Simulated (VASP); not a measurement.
Wanted: the native input for a VASP 6.6.1 run.

```yaml
Task: relaxation of cell and atoms
Functional: LDA
Potentials_or_basis: VASP PAW LDA potentials, release 64 (Ba_sv, Te)
Cutoff: 600 eV
k_mesh: 12 × 12 × 12
Occupations: fermi-dirac, width 0.08 eV
Spin: no spin polarisation
Dipole_correction: no
Further_INCAR_settings: ALGO = Normal; EDIFF = 1e-06; IBRION = 2; EDIFFG = -0.002; NSW = 100; ISIF = 3
```

The structure of BaTe lies in POSCAR:

```
BaTe
1.0
    0.0000000000      3.4100000000      3.4100000000
    3.4100000000      0.0000000000      3.4100000000
    3.4100000000      3.4100000000      0.0000000000
Ba Te
1 1
Direct
    0.0000000000      0.0000000000      0.0000000000
    0.5000000000      0.5000000000      0.5000000000
```

The input as run:

INCAR

```
SYSTEM = BaTe
PREC     = Accurate       ! precision mode
ENCUT    = 600            ! plane-wave cutoff, eV
EDIFF    = 1E-6           ! SCF threshold, eV
ISMEAR   = -1             ! smearing method
SIGMA    = 0.08           ! smearing width, eV
LREAL    = .False.        ! projectors in reciprocal space
LASPH    = .True.         ! aspherical terms in the spheres
NELM     = 60             ! most SCF steps
ALGO     = Normal         ! electronic algorithm
ISIF     = 3              ! what is computed and relaxed
LWAVE    = .False.        ! write WAVECAR
LCHARG   = .False.        ! write CHGCAR
GGA      = CA             ! functional
IBRION   = 2              ! ionic algorithm
NSW      = 100            ! ionic steps
EDIFFG   = -0.002         ! ionic threshold
```

KPOINTS

```
regular mesh
0
Gamma
  12 12 12
  0 0 0
```

Potentials or basis: VASP PAW LDA potentials, release 64 (Ba_sv, Te).

Command:

```console
$ cat potpaw_LDA.64/Ba_sv/POTCAR potpaw_LDA.64/Te/POTCAR > POTCAR
$ mpirun -np 1 vasp_std > vasp.out
```

It gave:

```yaml
Relaxed_volume: 40.98 Å³/atom
Relaxed_cell: a = 4.876 Å, b = 4.876 Å, c = 4.876 Å, α = 60.00°, β = 60.00°, γ = 60.00°
Space_group_after_relaxing_to_0.1_Å: Fm-3m (No. 225)
Energy_gained_by_relaxing: 5.0 meV/atom
Ionic_steps: 5
Pressure_after_relaxing: 0.0 GPa
Band_gap_on_the_k_mesh: 1.29 eV (least direct gap 1.67 eV)
```

Caveat: spin-orbit coupling is left out, which moves the levels of the heavy elements.

Wall time 82 s on 1 thread of Intel(R) Xeon(R) 6975P-C (Granite Rapids), with other jobs on the host, peak memory 0.26 GiB.
